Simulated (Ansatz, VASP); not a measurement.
# One calculation of BeS2, two programs

```
Be S
1.0
     2.91420    0.00000    0.00000
     0.00000    2.91420    0.00000
     0.00000    0.00000    6.01272
Be S
1 2
Direct
  0.00000 0.00000 0.00000
  0.50000 0.50000 0.29500
  0.50000 0.50000 0.70500
```

Change from the starting cell: species swapped into the Ga2Cu type (P4/mmm, No. 123).

Alike in both runs: task relaxation of cell and atoms; functional PBE; k mesh 6 × 6 × 4; occupations gaussian, width 0.1 eV; no spin polarisation.

|  | VASP | Ansatz |
| --- | --- | --- |
| version | VASP 6.6.1 | Ansatz 0.2.0 |
| potentials or method | VASP PAW PBE potentials, release 64 (Be, S), cutoff 600 eV | scalar-relativistic, plane waves, PAW |
| valence electrons in the cell | 14 | 14 |

```tsv
	VASP	Ansatz	Ansatz less VASP
gap on the k mesh at the Fermi level, each at its own relaxed structure (eV)	none	none	-
relaxed volume (Å³/atom)	15.46	15.47	+0.003
relaxed length of the cell vector where the two differ most in proportion (Å)	4.886	4.878	-0.0079
```

A gap of «none» marks a metal or a gap that the smearing closes.
